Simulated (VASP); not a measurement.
A run of VASP 6.6.1:

File INCAR:

```
SYSTEM = Zr
ALGO = Normal
EDIFF = 1E-7
EDIFFG = -0.005
ENCUT = 600
GGA = PE
IBRION = 2
ISIF = 3
ISMEAR = -1
LASPH = .TRUE.
LCHARG = .FALSE.
LREAL = .FALSE.
LWAVE = .FALSE.
NELM = 100
NSW = 32
PREC = Accurate
PSTRESS = 1100.0
SIGMA = 0.08
```

File KPOINTS:

```
k-points
0
G
  13 13 13
  0 0 0
```

File POSCAR:

```
Zr
1.0
    0.0000000000      2.4904173303      2.4904173303
    2.4904173303      0.0000000000      2.4904173303
    2.4904173303      2.4904173303      0.0000000000
Zr
2
Direct
   -0.1250000000     -0.1250000000     -0.1250000000
    0.1250000000      0.1250000000      0.1250000000
```

Potentials or basis: VASP PAW PBE potentials, release 64 (Zr_sv).

The run is started by

```sh
$ cat potpaw_PBE.64/Zr_sv/POTCAR > POTCAR
$ mpirun -np 1 vasp_std > vasp.out
```

Hardware: 1 thread of AMD EPYC 7R13, with other jobs on the host.

Task: Estimate the wall time of this run.

Result: Run time: 4.1 min on 1 thread of AMD EPYC 7R13, on a shared host, peak memory 0.16 GiB. Counts: scf iterations 35, k points 84, ion steps 3.
